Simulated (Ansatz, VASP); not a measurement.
# B3P: VASP beside Ansatz

```
CELL_PARAMETERS angstrom
3.97944 0.00000 0.00000
-1.98972 3.44629 0.00000
0.00000 0.00000 3.81413
ATOMIC_POSITIONS crystal
B 0.85835 0.14165 0.50000
B 0.85835 0.71670 0.50000
B 0.28330 0.14165 0.50000
P 0.33333 0.66667 0.50000
```

Alike in both runs: functional PBE; k mesh 6 × 6 × 4; occupations gaussian, width 0.1 eV; no spin polarisation.

Ansatz relaxed the structure, and its values are those at the end. VASP's run is a single point on that final structure, the one shown.

```csv
,VASP,Ansatz
version,VASP 6.6.1,Ansatz 0.2.0
potentials or method,"VASP PAW PBE potentials, release 64 (B, P), cutoff 500 eV","scalar-relativistic, plane waves, PAW"
valence electrons in the cell,14,14
```

|  | VASP | Ansatz | Ansatz less VASP |
| --- | --- | --- | --- |
| gap on the k mesh at the Fermi level (eV) | none | none | - |
| pressure (GPa) | 0.0 | 0.1 | +0.15 |
| rms of the force components (eV/Å) | 0.007 | 0.000 | -0.0064 |

A gap of «none» marks a metal or a gap that the smearing closes. The functional is the same, so the differences come from potentials, cutoffs and numerics.

The k mesh is coarse, so the values compare programs but aren't converged.
